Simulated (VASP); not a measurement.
# ScAl3P2 (P4/mmm) in VASP: notebook

ScAl3P2 is run at these levels: PBE; tasks: single point, relaxation of cell and atoms.

Everything below comes from runs of VASP 6.6.1. Logs are shortened: lines on timing, memory, paths and dates and some standing lists are left out, and cuts for length are marked.

## Step 1: The cell of the first run

The structure is tetragonal, space group P4/mmm (No. 123). The conventional cell has a = 4.581 Å, b = 4.581 Å, c = 5.877 Å, α = 90.00°, β = 90.00°, γ = 90.00°. Within 3.9 Å of Sc (site symmetry 4/mmm) lie 10 Al at 2.94 to 3.73 Å and 8 P at 3.36 Å. Within 3.1 Å of Al (site symmetry mmm) lie 2 Al at 2.29 Å and 4 P at 3.06 Å. Al (site symmetry 4/mmm) has 4 Al at 2.29 Å and 2 Sc at 2.94 Å within 3.0 Å. Within 2.4 Å of P (site symmetry 4mm) lie 1 P at 1.82 Å.

The cell was built from a structure type or drawn by symmetry, and may not be a known phase.

## Step 2: Single point, PBE

The input, INCAR:

```
PREC     = Accurate       # precision mode
ENCUT    = 520            # plane-wave cutoff, eV
EDIFF    = 1E-6           # SCF threshold, eV
ISMEAR   = 0              # smearing method
SIGMA    = 0.1            # smearing width, eV
LREAL    = False          # projectors in reciprocal space
LASPH    = True           # aspherical terms in the spheres
NELM     = 100            # most SCF steps
ALGO     = Normal         # electronic algorithm
ISIF     = 2              # what is computed and relaxed
LWAVE    = False          # write WAVECAR
LCHARG   = False          # write CHGCAR
GGA      = PE             # functional
NBANDS   = 24             # bands
```

The input, KPOINTS:

```
Automatic mesh
0
Gamma
  4 4 4
```

The input, POSCAR:

```
ScAl3P2
1.0
    4.5813276600      0.0000000000      0.0000000000
    0.0000000000      4.5813276600      0.0000000000
    0.0000000000      0.0000000000      5.8768137200
Sc Al P
1 3 2
Direct
    0.0000000000      0.0000000000      0.0000000000
    0.5000000000      0.0000000000      0.5000000000
    0.0000000000      0.5000000000      0.5000000000
    0.0000000000      0.0000000000      0.5000000000
    0.5000000000      0.5000000000      0.1545935000
    0.5000000000      0.5000000000      0.8454065000
```

Potentials or basis: VASP PAW PBE potentials, release 64 (Sc_sv, Al, P).

The run is started by

```console
> cat potpaw_PBE.64/Sc_sv/POTCAR potpaw_PBE.64/Al/POTCAR potpaw_PBE.64/P/POTCAR > POTCAR
> mpirun -np 1 vasp_std > vasp.out
```

OUTCAR:

```text
PREC = Accurate
   ENCUT = 520
   EDIFF = 1E-6
   ISMEAR = 0
   LREAL = False
   LASPH = True
   NELM = 100
   ISIF = 2
   GGA = PE

 ion  position               nearest neighbor table
   1  0.000  0.000  0.000-   4 2.94   4 2.94
   2  0.500  0.000  0.500-   4 2.29   4 2.29   6 3.06   5 3.06   6 3.06   5 3.06   3 3.24   3 3.24
                             3 3.24   3 3.24
   3  0.000  0.500  0.500-   4 2.29   4 2.29   6 3.06   5 3.06   5 3.06   6 3.06   2 3.24   2 3.24
                             2 3.24   2 3.24
   4  0.000  0.000  0.500-   2 2.29   3 2.29   3 2.29   2 2.29   1 2.94   1 2.94
   5  0.500  0.500  0.155-   6 1.82   3 3.06   2 3.06   2 3.06   3 3.06
   6  0.500  0.500  0.845-   5 1.82   3 3.06   2 3.06   2 3.06   3 3.06

  LATTYP: Found a simple tetragonal cell.
 ALAT       =     4.5813276600
 C/A-ratio  =     1.2827752469

  Lattice vectors:

 A1 = (   4.5813276600,   0.0000000000,   0.0000000000)
 A2 = (   0.0000000000,   4.5813276600,   0.0000000000)
 A3 = (   0.0000000000,   0.0000000000,   5.8768137200)

Analysis of symmetry for initial positions (statically):
=====================================================================
 Subroutine PRICEL returns:
 Original cell was already a primitive cell.

 Routine SETGRP: Setting up the symmetry group for a
 simple tetragonal supercell.

 Subroutine GETGRP returns: Found 16 space group operations
 (whereof 16 operations were pure point group operations)
 out of a pool of 16 trial point group operations.

The static configuration has the point symmetry D_4h.

Analysis of symmetry for dynamics (positions and initial velocities):
=====================================================================
 Subroutine PRICEL returns:
 Original cell was already a primitive cell.

 Routine SETGRP: Setting up the symmetry group for a
 simple tetragonal supercell.

 Subroutine GETGRP returns: Found 16 space group operations
 (whereof 16 operations were pure point group operations)
 out of a pool of 16 trial point group operations.

The dynamic configuration has the point symmetry D_4h.

 Subroutine INISYM returns: Found 16 space group operations
 (whereof 16 operations are pure point group operations),
 and found     1 'primitive' translations

----------------------------------------------------------------------------------------

[... 94 lines left out ...]
   LREAL  =      F    real-space projection
   EDIFFG = 0.1E-04   stopping-criterion for IOM
   NSW    =      0    number of steps for IOM
   IBRION =     -1    ionic relax: 0-MD 1-quasi-New 2-CG
   NFREE  =      0    steps in history (QN), initial steepest desc. (CG)
   ISIF   =      2    stress and relaxation
   ISYM   =      2    0-nonsym 1-usesym 2-fastsym
   POTIM  = 0.5000    time-step for ionic-motion
   TEBEG  =    0.0;   TEEND  =   0.0 temperature during run
   PSTRESS=    0.0 pullay stress
   NELECT =      30.0000    total number of electrons
   NUPDOWN=      -1.0000    fix difference up-down
   EMIN   =  10.00;   EMAX   =-10.00  energy-range for DOS
   EFERMI =   0.00;   METHOD = LEGACY
   ISMEAR =     0;   SIGMA  =   0.10  broadening in eV -4-tet -1-fermi 0-gaus
   EFERMI_NEDOS =   21; number of points for ismear=-14 and -15
   IALGO  =     38    algorithm
   IMIX   =      4    mixing-type and parameters
     AMIX     =   0.40;   BMIX     =  1.00
     AMIX_MAG =   1.60;   BMIX_MAG =  1.00
  volume/ion in A,a.u.               =      20.56       138.73
  Fermi-wavevector in a.u.,A,eV,Ry     =   1.021897  1.931105 14.208198  1.044273
  Thomas-Fermi vector in A             =   2.155547
   LORBIT       =      0    0 simple, 1 ext, 2 COOP (PROOUT), +10 PAW based schemes
   GGA     = PE    functional components
   LHFCALC =     F    Hartree Fock is set to
   AEXX    =    0.0000 exact exchange contribution
   IVDW    =     0    specifies the selected vdW correction
   LEPSILON=     F    determine dielectric tensor
   LRPA    =     F    only Hartree local field effects (RPA)
 non-spin polarized calculation
 Gauss-broadening in eV      SIGMA  =   0.10
  energy-cutoff  :      520.00
  volume of cell :      123.35
 maximum number of plane-waves:      3350
 NGX is ok and might be reduce to    36
   NGX = 17   NGY = 17   NGZ = 21

 number of electron      29.9999999 magnetization

 Free energy of the ion-electron system (eV)
  ---------------------------------------------------
  ext. energy  EPLUGINS =         0.00000000
  ---------------------------------------------------
  free energy    TOTEN  =       -24.49726256 eV

  energy without entropy =      -24.48275784  energy(sigma->0) =      -24.49001020

 E-fermi :   5.9080     XC(G=0):  -9.5604

 val. band max:        5.9046230406   @ k =   0.2500   0.0000   0.2500
 cond. band min:       5.9630173188   @ k =   0.0000   0.0000   0.2500
 fundamental gap:      0.0583942782
 Fermi energy:         5.9080151086

 k-point     1 :       0.0000    0.0000    0.0000
  band No.  band energies     occupation
      1     -45.1235      2.00000
      2     -23.7964      2.00000
      3     -23.7964      2.00000
      4     -23.5561      2.00000
      5      -8.1995      2.00000
      6      -3.1573      2.00000
[... 475 lines left out ...]
     23       7.9522      0.00000
     24      10.6102      0.00000

------------------------ aborting loop because EDIFF is reached ----------------------------------------

  FORCE on cell =-STRESS in cart. coord.  units (eV):
  Direction    XX          YY          ZZ          XY          YZ          ZX
  --------------------------------------------------------------------------------------
  -------------------------------------------------------------------------------------
  Total        4.7284243      4.7284243     11.9195875      0.0000000      0.0000000      0.0000000
  in kB       61.4189507     61.4189507    154.8271696      0.0000000      0.0000000      0.0000000
  external PRESSURE =      92.5550237 kB  Pullay stress =       0.0000000 kB

 VOLUME and BASIS-vectors are now :
 -----------------------------------------------------------------------------
  energy-cutoff  :      520.00
  volume of cell :      123.35
      direct lattice vectors                 reciprocal lattice vectors
     4.581327660  0.000000000  0.000000000     0.218277337  0.000000000  0.000000000
     0.000000000  4.581327660  0.000000000     0.000000000  0.218277337  0.000000000
     0.000000000  0.000000000  5.876813720     0.000000000  0.000000000  0.170160234

 POSITION                                       TOTAL-FORCE (eV/Angst)
 -----------------------------------------------------------------------------------
      0.00000      0.00000      0.00000         0.000000      0.000000     -0.000000
      2.29066      0.00000      2.93841         0.000000      0.000000     -0.000000
      0.00000      2.29066      2.93841         0.000000      0.000000     -0.000000
      0.00000      0.00000      2.93841         0.000000      0.000000     -0.000000
      2.29066      2.29066      0.90852         0.000000      0.000000      8.931086
      2.29066      2.29066      4.96830         0.000000      0.000000     -8.931086
 -----------------------------------------------------------------------------------
    total drift:                               -0.000000      0.000000      0.000000

  FREE ENERGIE OF THE ION-ELECTRON SYSTEM (eV)
  ---------------------------------------------------
  free  energy   TOTEN  =       -24.4972625572 eV

  energy  without entropy=      -24.4827578367  energy(sigma->0) =      -24.49001020
```

stdout:

```text
POSCAR found type information on POSCAR ScAlP
 POSCAR found :  3 types and       6 ions
 scaLAPACK will be used
 LDA part: xc-table for (Slater+PW92), standard interpolation
 POSCAR, INCAR and KPOINTS ok, starting setup
 FFT: planning ... GRIDC
 FFT: planning ... GRID_SOFT
 FFT: planning ... GRID
 WAVECAR not read
 entering main loop
```

Wall time 36 s (1 thread of AMD EPYC 9R45 (Zen 5), shared host); peak memory 0.23 GiB.

What came out:

```yaml
Free_energy: -24.4973 eV
Pressure: 9.3 GPa
Largest_force: 8.931 eV/Å
Band_gap_on_the_k_mesh: zero (bands 15 and 16 overlap by 1.42 eV)
```

Forces on the atoms (eV/Å):
```
Sc   0.000  0.000  0.000
Al   0.000  0.000  0.000
Al   0.000  0.000  0.000
Al   0.000  0.000  0.000
P    0.000  0.000  8.931
P    0.000  0.000 -8.931
```

Levels at points of the mesh, in eV from the Fermi level:
```csv
k point,band 13,band 14,band 15,band 16,band 17,band 18
"(0.00, 0.00, 0.00)",-1.86,-1.01,-0.87,-0.87,-0.51,0.35
"(0.50, 0.00, 0.00)",-2.09,-0.44,-0.02,0.19,0.34,0.69
"(0.50, 0.50, 0.00)",-2.63,-2.63,-0.72,0.69,0.80,0.99
"(0.00, 0.00, 0.50)",-2.06,-1.47,-0.87,0.16,0.41,0.52
"(0.50, 0.00, 0.50)",-1.60,-1.50,-1.06,0.22,0.61,0.76
"(0.50, 0.50, 0.50)",-2.29,-0.48,0.35,0.35,0.74,0.82
```

Caveat: the cell stands under pressure; forces of over 1 eV/Å act on the atoms, so gaps and moduli don't describe the material at rest.

(Continued in part 2 of 2.)
